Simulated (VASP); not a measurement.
## W4C: single point with PBE

The system is W4C, a slab with vacuum.

```
CELL_PARAMETERS angstrom
3.18370 0.00000 0.00000
0.00000 3.18370 0.00000
0.00000 0.00000 20.14258
ATOMIC_POSITIONS crystal
W 0.50000 0.50000 0.19858
W 0.00000 0.00000 0.27761
W 0.50000 0.50000 0.35995
W 0.00000 0.00000 0.42907
C 0.25000 0.25000 0.50184
```

- Program: VASP 6.6.1
- Task: single point
- Functional: PBE
- Potentials or basis: VASP PAW PBE potentials, release 64 (W_sv, C)
- Cutoff: 520 eV
- k mesh: 8 × 8 × 1
- Occupations: gaussian, width 0.1 eV
- Spin: no spin polarisation
- Dipole correction: yes
- Further INCAR settings: ALGO = Normal; EDIFF = 1e-06; NBANDS = 38

```
Largest force          : 2.206 eV/Å
Band gap on the k mesh : zero (bands 30 and 31 overlap by 0.57 eV)
```

Forces in eV/Å, atoms in the order of the input:
```
W   -0.012 -0.012  2.206
W    0.182  0.182 -2.140
W   -0.586 -0.586 -1.943
W   -0.819 -0.819  1.789
C    1.235  1.235  0.089
```

Levels at points of the mesh, in eV from the Fermi level:
```csv
k point,band 27,band 28,band 29,band 30,band 31,band 32,band 33,band 34
"(0.00, 0.00, 0.00)",-0.88,-0.71,-0.33,-0.32,0.19,0.70,0.73,1.21
"(0.50, 0.00, 0.00)",-1.22,-0.68,-0.53,0.02,0.31,0.66,1.17,1.36
"(0.50, 0.50, 0.00)",-1.48,-0.60,-0.57,0.51,1.88,2.05,2.13,2.57
```

It took 8.5 min on 1 thread of Intel Xeon 8259CL (shared host), peak memory 0.36 GiB.

Caveat: spin-orbit coupling is left out, which moves the levels of the heavy elements.
